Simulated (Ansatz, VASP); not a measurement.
Ge: VASP beside Ansatz

```
Ge
1.0
     1.36222   -2.53550    0.00000
     1.36222    2.53550    0.00000
     0.00000    0.00000    2.83314
Ge
1
Cartesian
  1.3622 0.0000 0.0000
```

Change from the starting cell: strain -0.025 along x and y, +0.050 along z, atoms carried along.

Alike in both runs: task single point; functional PBEsol; k mesh 20 × 20 × 18; occupations gaussian, width 0.15 eV; no spin polarisation.

```csv
,VASP,Ansatz
version,VASP 6.6.1,Ansatz 0.2.0
potentials or method,"VASP PAW PBE potentials, release 64 (Ge_d), cutoff 520 eV","scalar-relativistic, plane waves, PAW"
valence electrons in the cell,14,14
```

```csv
,VASP,Ansatz,Ansatz less VASP
gap on the k mesh at the Fermi level (eV),none,none,-
pressure (GPa),-3.4,-3.3,+0.08
"traceless stress, the component that is largest in VASP (GPa)",-6.75,-6.74,+0.016
```

VASP's potentials were made for PBE, not for PBEsol. A gap of «none» marks a metal or a gap that the smearing closes.
